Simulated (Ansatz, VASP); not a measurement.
## Au: VASP beside Ansatz

INCAR

```
PREC = Accurate
ENCUT = 520
EDIFF = 1E-6
ISMEAR = 0
SIGMA = 0.15
LREAL = False
LASPH = True
NELM = 80
ALGO = Fast
ISIF = 2
LWAVE = False
LCHARG = False
GGA = PE
NBANDS = 18
```

The input KPOINTS:

```
Automatic mesh
0
Gamma
  16 16 12
```

File POSCAR:

```
Au
1.0
    0.0000000000     -2.0455000000     -2.0455000000
    0.0000000000      2.0455000000     -2.0455000000
    4.0910000000      0.0000000000      0.0000000000
Au
2
Direct
    0.5000000000      0.5000000000      0.5305548766
    0.0000000000      0.0000000000     -0.0305548766
```

Input for Ansatz:

```yaml
crystal:
  lattice:
    - [0.0, -2.0455, -2.0455]
    - [0.0, 2.0455, -2.0455]
    - [4.091, 0.0, 0.0]
  atoms:
    - { symbol: Au, position: [0.5, 0.5, 0.5305548766] }
    - { symbol: Au, position: [0.0, 0.0, -0.0305548766] }
basis:
  ecutwfc: 420
kpoints:
  mp_grid: { grid: [16, 16, 12] }
hamiltonian:
  xc: pbe
scf:
  occupations: { method: gaussian, width: 0.15 }
output:
  forces: true
  stress: true
  eigenvalues: true
```

Change from the starting cell: mode 6 (154.3 1/cm) frozen in, largest displacement +0.125 Å.

Alike in both runs: task single point; functional PBE; k mesh 16 × 16 × 12; occupations gaussian, width 0.15 eV; no spin polarisation.

```csv
,VASP,Ansatz
version,VASP 6.6.1,Ansatz 0.2.0
potentials or method,"VASP PAW PBE potentials, release 64 (Au), cutoff 520 eV","scalar-relativistic, plane waves, PAW"
valence electrons in the cell,22,38
```

```csv
,VASP,Ansatz,Ansatz less VASP
gap on the k mesh at the Fermi level (eV),none,none,-
pressure (GPa),13.7,14.0,+0.26
"traceless stress, the component that is largest in VASP (GPa)",-0.70,-0.70,+0.001
rms of the force components (eV/Å),1.302,1.310,+0.0079
```

Atom by atom the forces differ by 0.008 eV/Å (rms over components). A gap of «none» marks a metal or a gap that the smearing closes. VASP's potentials hold 22 valence electrons a cell and Ansatz's 38, so a difference there can come from the potentials and not from the codes.

Spin-orbit coupling is off throughout.
